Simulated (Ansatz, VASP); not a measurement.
**AlNi: VASP beside Ansatz**

The input INCAR:

```
SYSTEM = AlNi
PREC = Accurate
ENCUT = 520
EDIFF = 1E-6
ISMEAR = -1
SIGMA = 0.05
LREAL = .FALSE.
LASPH = .TRUE.
NELM = 150
ALGO = Normal
ISIF = 2
LWAVE = .FALSE.
LCHARG = .FALSE.
ISPIN = 2
MAGMOM = 0 1
LORBIT = 11
LMAXMIX = 4
GGA = CA
NBANDS = 18
```

Contents of KPOINTS:

```
Automatic mesh
0
G
  10 10 9
  0 0 0
```

File POSCAR:

```
AlNi
1.0
    1.9386940000     -1.9531900000      0.0000000000
    1.9386940000      1.9531900000      0.0000000000
    0.0000000000      0.0000000000      3.0994300000
Al Ni
1 1
Direct
    0.0000000000      0.0000000000      0.0000000000
    0.5000000000      0.5000000000      0.5000000000
```

Input for Ansatz:

```yaml
crystal:
  lattice:
    - [1.938694, -1.95319, 0.0]
    - [1.938694, 1.95319, 0.0]
    - [0.0, 0.0, 3.09943]
  atoms:
    - { symbol: Al, position: [0.0, 0.0, 0.0] }
    - { symbol: Ni, position: [0.5, 0.5, 0.5], spin: 1.0 }
basis:
  ecutwfc: 435.382179935808
kpoints:
  mp_grid:
    grid: [10, 10, 9]
hamiltonian:
  xc: lda
  pseudopotentials:
    kind: paw
magnetization:
  spin_polarized: true
scf:
  occupations:
    method: fermi_dirac
    width: 0.05
```

Alike in both runs: task single point; functional LDA; k mesh 10 × 10 × 9; occupations fermi-dirac, width 0.05 eV; collinear spin.

```csv
,VASP,Ansatz
version,VASP 6.6.1,Ansatz 0.2.0
potentials or method,"VASP PAW LDA potentials, release 64 (Al, Ni), cutoff 520 eV","plane waves, PAW"
valence electrons in the cell,13,21
```

|  | VASP | Ansatz | Ansatz less VASP |
| --- | --- | --- | --- |
| net moment per atom (μB) | 0.00 | 0.00 | 0.000 |

LDA's correlation is that of Perdew and Zunger in VASP and of Perdew and Wang (1992) in Ansatz. VASP's potentials hold 13 valence electrons a cell and Ansatz's 21, so a difference there can come from the potentials and not from the codes. Ansatz's warnings: seeded moment not kept.
